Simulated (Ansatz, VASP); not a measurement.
**Si2SnB3 in VASP and in Ansatz**

```
CELL_PARAMETERS angstrom
2.65642 -4.79674 0.00000
2.65642 4.79674 0.00000
0.00000 0.00000 2.94503
ATOMIC_POSITIONS crystal
Si 0.50000 0.00000 0.50000
Si 0.00000 0.50000 0.50000
Sn 0.00000 0.00000 0.00000
B 0.59654 0.40346 0.00000
B 0.40346 0.59654 0.00000
B 0.50000 0.50000 0.50000
```

Change from the starting cell: species swapped into the LaAl2Ag3 type (Cmmm, No. 65).

Alike in both runs: functional PBE; k mesh 8 × 8 × 12; occupations gaussian, width 0.1 eV; no spin polarisation.

Ansatz relaxed the structure, and its values are those at the end. VASP's run is a single point on that final structure, the one shown.

```csv
,VASP,Ansatz
version,VASP 6.6.1,Ansatz 0.2.0
potentials or method,"VASP PAW PBE potentials, release 64 (Si, Sn_d, B), cutoff 520 eV","scalar-relativistic, plane waves, PAW"
valence electrons in the cell,31,31
```

```csv
,VASP,Ansatz,Ansatz less VASP
gap on the k mesh at the Fermi level (eV),none,none,-
pressure (GPa),0.0,0.0,+0.02
```

A gap of «none» marks a metal or a gap that the smearing closes. With one functional, cell and mesh, what is left measures potentials, basis and numerics.
